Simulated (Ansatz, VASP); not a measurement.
**One calculation of La3Si2Br, two programs**

```xyz
6
Lattice="6.6162 0.0000 0.0000 -3.3081 5.7298 0.0000 0.0000 0.0000 4.3154" Properties=species:S:1:pos:R:3 pbc="T T T"
La    1.6541    2.8649    2.1577
La    3.3081    0.0000    2.1577
La   -1.6541    2.8649    2.1577
Si    3.3081    1.9099    0.0000
Si    0.0000    3.8199    0.0000
Br    0.0000    0.0000    0.0000
```

Change from the starting cell: species swapped into the YSi2Ru3 type (P6/mmm, No. 191).

Alike in both runs: task relaxation of cell and atoms; functional PBE; k mesh 3 × 3 × 4; occupations gaussian, width 0.1 eV; no spin polarisation.

|  | VASP | Ansatz |
| --- | --- | --- |
| version | VASP 6.6.1 | Ansatz 0.2.0 |
| potentials or method | VASP PAW PBE potentials, release 64 (La, Si, Br), cutoff 600 eV | scalar-relativistic, plane waves, PAW |
| valence electrons in the cell | 48 | 48 |

```tsv
	VASP	Ansatz	Ansatz less VASP
gap on the k mesh at the Fermi level, each at its own relaxed structure (eV)	none	none	-
relaxed volume (Å³/atom)	36.20	36.10	-0.101
relaxed cell length with the largest relative difference (Å)	3.965	3.977	+0.0126
```

A gap of «none» marks a metal or a gap that the smearing closes.

The k mesh is coarse, so the values compare programs but aren't converged. Neither program's run includes spin-orbit coupling. Noted on VASP's run: the volume moved by over 15 % at a fixed basis, so the end points are rough.
